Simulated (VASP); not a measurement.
Mg3CdSe2O2:

```
CELL_PARAMETERS angstrom
3.75000 0.00000 0.00000
0.00000 3.75000 0.00000
0.00000 0.00000 10.10000
ATOMIC_POSITIONS crystal
Mg 0.00000 0.00000 0.00000
Mg 0.50000 0.50000 0.83000
Mg 0.50000 0.50000 0.17000
Cd 0.00000 0.00000 0.50000
Se 0.50000 0.00000 0.67000
Se 0.00000 0.50000 0.33000
O 0.50000 0.00000 0.08500
O 0.00000 0.50000 0.91500
```

```yaml
Program: VASP 6.6.1
Task: relaxation of cell and atoms
Functional: PBE
Potentials_or_basis: VASP PAW PBE potentials, release 64 (Mg, Cd, Se, O)
Cutoff: 600 eV
k_mesh: 3 × 3 × 2
Occupations: gaussian, width 0.15 eV
Spin: no spin polarisation
```

At the start: pressure 5.0 GPa; volume 17.75 Å³/atom.

Q: How do energy, volume and symmetry change on relaxing?

A: Over 12 steps the energy falls by 46.6 meV/atom and the volume is 18.49 Å³/atom (+4.1 %); space group P-4m2 (No. 115, to 0.05 Å).

The path:
```csv
step,energy change (eV),largest force (eV/Å),pressure (GPa),volume (Å³)
1,0.0000,0.6262,5.05,142.03
2,-0.1757,0.4192,-1.35,153.83
3,-0.1800,0.4451,-0.58,152.12
4,-0.2133,0.3396,-0.45,151.64
5,-0.2845,0.5250,-0.05,150.18
6,-0.3034,0.8478,0.99,147.12
7,-0.3158,0.7483,0.56,148.32
8,-0.3411,0.5645,0.30,148.55
9,-0.3643,0.1052,-0.26,149.09
10,-0.3646,0.1396,-0.20,149.03
11,-0.3689,0.1001,-0.03,148.70
12,-0.3730,0.0589,0.37,147.92
```

Final structure:
```xyz
8
Lattice="3.9019 0.0000 0.0000 0.0000 3.9019 0.0000 0.0000 0.0000 9.7157" Properties=species:S:1:pos:R:3 pbc="T T T"
Mg    3.9019    0.0000    0.0000
Mg    1.9509    1.9509    8.2363
Mg    1.9509    1.9509    1.4794
Cd    0.0000    0.0000    4.8578
Se    1.9509    0.0000    6.6128
Se    0.0000    1.9509    3.1029
O     1.9509    0.0000    0.5975
O     3.9019    1.9509    9.1182
```

Caveat: the k points lie up to 0.54 Å⁻¹ apart in the final cell; the relaxation stopped at a loose force limit of 0.08 eV/Å, so its end isn't a converged minimum.
